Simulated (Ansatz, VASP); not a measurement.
# One calculation of Mg, two programs

INCAR

```
SYSTEM = Mg
AGGAC = 1.0
AGGAX = 1.0
ALDAC = 0.0
ALDAX = 1.0
ALGO = Normal
EDIFF = 1E-6
ENCUT = 520
GGA = B5
ISIF = 2
ISMEAR = -1
LASPH = .True.
LCHARG = .True.
LELF = .True.
LREAL = .False.
LVHAR = .True.
LWAVE = .False.
NBANDS = 7
NELM = 60
PREC = Accurate
SIGMA = 0.1
```

KPOINTS

```
k-points
0
Gamma
  13 13 13
  0 0 0
```

Contents of POSCAR:

```
Mg
1.0
    0.0000000000      2.2803836662      2.2803836662
    2.2803836662      0.0000000000      2.2803836662
    2.2803836662      2.2803836662      0.0000000000
Mg
1
Direct
    0.0000000000      0.0000000000      0.0000000000
```

Input for Ansatz:

```yaml
crystal:
  lattice:
    - [0.0, 2.2803836662, 2.2803836662]
    - [2.2803836662, 0.0, 2.2803836662]
    - [2.2803836662, 2.2803836662, 0.0]
  atoms:
    - { symbol: Mg, position: [0.0, 0.0, 0.0] }
hamiltonian:
  xc: blyp
  pseudopotentials:
    kind: paw
    azcp:
      Mg: "pseudopotentials/Mg.paw.azcp"
basis:
  ecutwfc: 420
  fft_grid_basis: typed
kpoints:
  mp_grid: { grid: [13, 13, 13], shift: [0, 0, 0] }
magnetization:
  spin_polarized: false
scf:
  occupations: { method: fermi_dirac, width: 0.1 }
  lower_state_search: "off"
output:
  stress: true
  write_density: true
  write_potential: true
  elf: true
  volumetric_format: npy
```

Alike in both runs: task single point; functional BLYP; k mesh 13 × 13 × 13; occupations fermi-dirac, width 0.1 eV; no spin polarisation.

|  | VASP | Ansatz |
| --- | --- | --- |
| version | VASP 6.6.1 | Ansatz 0.2.0 |
| potentials or method | VASP PAW PBE potentials, release 64 (Mg), cutoff 520 eV | plane waves (420 eV) with PAW, scalar-relativistic |
| valence electrons in the cell | 2 | 10 |

```tsv
	VASP	Ansatz	Ansatz less VASP
pressure (GPa)	0.0	0.0	+0.04
```

VASP's potentials were made for PBE, not for BLYP. The functional is the same, so the differences come from potentials, cutoffs and numerics. VASP's potentials hold 2 valence electrons a cell and Ansatz's 10, so a difference there can come from the potentials and not from the codes.
